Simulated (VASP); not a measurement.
**TiRh: single point with LDA**

Crystal: TiRh.

```
Ti Rh
1.0
     2.83860    0.00000    0.00000
     0.00000    2.83860    0.00000
     0.00000    0.00000    3.35000
Ti Rh
1 1
Direct
  0.50000 0.50000 0.50000
  0.00000 0.00000 0.00000
```

This cell differs from its parent crystal: strain -0.0500 x Voigt [1, 1, 0, 0, 0, 0].

- Program: VASP 6.6.1
- Task: single point
- Functional: LDA
- Potentials or basis: VASP PAW LDA potentials, release 64 (Ti_sv, Rh_pv)
- Cutoff: 520 eV
- k mesh: 16 × 16 × 14
- Occupations: gaussian, width 0.15 eV
- Spin: no spin polarisation

```yaml
Pressure: 10.5 GPa
```

Stress tensor (GPa, compression positive):
```
11.18  0.00  0.00
 0.00 11.18  0.00
 0.00  0.00  9.16
```

Levels at points of the mesh, in eV from the Fermi level:
| k point | band 9 | band 10 | band 11 | band 12 | band 13 | band 14 | band 15 | band 16 | band 17 | band 18 |
| --- | --- | --- | --- | --- | --- | --- | --- | --- | --- | --- |
| (0.00, 0.00, 0.00) | -5.86 | -5.64 | -2.62 | -2.62 | -1.53 | 0.16 | 1.55 | 3.03 | 3.20 | 3.20 |
| (0.50, 0.00, 0.00) | -4.09 | -3.46 | -3.16 | -2.48 | -1.69 | -1.03 | -0.42 | 0.84 | 1.89 | 1.96 |
| (0.50, 0.50, 0.00) | -5.45 | -4.80 | -4.80 | -0.04 | 1.19 | 2.16 | 2.16 | 2.69 | 3.43 | 3.43 |
| (0.00, 0.00, 0.50) | -4.73 | -4.05 | -2.22 | -2.22 | -1.50 | -1.15 | -0.71 | 1.14 | 1.14 | 2.24 |
| (0.50, 0.00, 0.50) | -5.55 | -3.39 | -3.19 | -1.73 | 0.53 | 0.65 | 0.81 | 0.92 | 3.05 | 3.15 |
| (0.50, 0.50, 0.50) | -4.06 | -4.06 | -2.37 | -1.56 | -1.56 | -1.11 | -0.02 | 2.48 | 3.52 | 9.80 |

Wall time 2.1 min on 1 thread of Intel(R) Xeon(R) 6975P-C (Granite Rapids) (shared host), peak memory 0.29 GiB.

Caveat: the cell differs from its parent crystal (strain -0.0500 x Voigt [1, 1, 0, 0, 0, 0]).
